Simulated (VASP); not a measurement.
Here is a VASP 6.6.1 calculation.

Contents of INCAR:

```
SYSTEM = ZrB2
PREC = Accurate ; ENCUT = 520
EDIFF = 1E-8 ; ISMEAR = -1
SIGMA = 0.15 ; LREAL = .FALSE.
LASPH = .TRUE. ; NELM = 100
ALGO = Normal ; ISIF = 2
LWAVE = .FALSE. ; LCHARG = .FALSE.
GGA = PE ; LEFG = .TRUE.
NBANDS = 16
```

Contents of KPOINTS:

```
Automatic mesh
0
G
  15 15 12
  0 0 0
```

File POSCAR:

```
ZrB2
1.0
    3.1716376524      0.0000000000      0.0000000000
   -1.5858188262      2.7467187786      0.0000000000
    0.0000000000      0.0000000000      3.5418916955
Zr B
1 2
Direct
    0.0000000000      0.0000000000      0.0000000000
    0.3333333333      0.6666666667      0.5000000000
    0.6666666667      0.3333333333      0.5000000000
```

Potentials or basis: VASP PAW PBE potentials, release 64 (Zr_sv, B).

The run is started by

```sh
$ cat potpaw_PBE.64/Zr_sv/POTCAR potpaw_PBE.64/B/POTCAR > POTCAR
$ mpirun -np 1 vasp_std > vasp.out
```

**Question.** Estimate the pressure.

**Answer.** 0.1 GPa.

**Question.** Estimate the band gap on the k mesh.

**Answer.** Zero (band 9 reaches 11.27 eV, above the bottom of band 10 at 10.26 eV).

Electric field gradients, principal values (V/Å²):
| atom | least | middle | greatest (by size) |
| --- | --- | --- | --- |
| 1 Zr | -20.858 | -20.858 | 41.716 |
| 2 B | -0.966 | -0.967 | 1.933 |
| 3 B | -0.966 | -0.967 | 1.933 |

Caveat: without QUAD_EFG the Cq values of the log hold for a quadrupole moment of 1 mb, not for the nuclei.
